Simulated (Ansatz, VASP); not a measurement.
TiO2 in VASP and in Ansatz

File INCAR:

```
ALGO = Normal
EDIFF = 1E-7
ENCUT = 520
GGA = PE
ISIF = 2
ISMEAR = 0
LASPH = T
LCHARG = F
LREAL = F
LWAVE = F
NBANDS = 33
NELM = 60
PREC = Accurate
SIGMA = 0.05
```

KPOINTS

```
k-points
0
Gamma
  8 8 10
```

The input POSCAR:

```
TiO2
1.0
    4.7389978996      0.0000000000      0.0000000000
    0.0000000000      4.7389978996      0.0000000000
    0.0000000000      0.0000000000      3.1490641043
Ti O
2 4
Direct
    0.0000000000      0.0000000000      0.0000000000
    0.5000000000      0.5000000000      0.5000000000
    0.3050970583      0.3050970583      0.0000000000
    0.1949029417      0.8050970583      0.5000000000
    0.6949029417      0.6949029417      0.0000000000
    0.8050970583      0.1949029417      0.5000000000
```

Input for Ansatz:

```yaml
crystal:
  lattice:
    - [4.7389978996, 0.0, 0.0]
    - [0.0, 4.7389978996, 0.0]
    - [0.0, 0.0, 3.1490641043]
  atoms:
    - { symbol: Ti, position: [0.0, 0.0, 0.0] }
    - { symbol: Ti, position: [0.5, 0.5, 0.5] }
    - { symbol: O, position: [0.3050970583, 0.3050970583, 0.0] }
    - { symbol: O, position: [0.1949029417, 0.8050970583, 0.5] }
    - { symbol: O, position: [0.6949029417, 0.6949029417, 0.0] }
    - { symbol: O, position: [0.8050970583, 0.1949029417, 0.5] }
basis:
  ecutwfc: 520.0
kpoints:
  mp_grid: { grid: [8, 8, 10] }
hamiltonian:
  xc: pbe
  pseudopotentials: { kind: paw, azcp: { folder: soft_1 } }
scf:
  occupations: { method: gaussian, width: 0.05 }
output:
  forces: true
  stress: true
  eigenvalues: true
  write_density: true
  write_potential: true
  elf: true
  volumetric_format: npy
```

Alike in both runs: task single point; functional PBE; k mesh 8 × 8 × 10; occupations gaussian, width 0.05 eV; no spin polarisation.

|  | VASP | Ansatz |
| --- | --- | --- |
| version | VASP 6.6.1 | Ansatz 0.2.0 |
| potentials or method | VASP PAW PBE potentials, release 64 (Ti_sv, O), cutoff 520 eV | scalar-relativistic, plane waves, PAW |
| valence electrons in the cell | 48 | 48 |

|  | VASP | Ansatz | Ansatz less VASP |
| --- | --- | --- | --- |
| gap on the k mesh at the Fermi level (eV) | 1.52 | 1.55 | +0.025 |
| least direct gap on the mesh (eV) | 1.52 | 1.55 | +0.025 |
| pressure (GPa) | -19.0 | -19.6 | -0.53 |
| traceless stress, the component that is largest in VASP (GPa) | -8.25 | -8.40 | -0.148 |
| rms of the force components (eV/Å) | 0.130 | 0.136 | +0.0054 |

Atom by atom the forces differ by 0.005 eV/Å (rms over components).
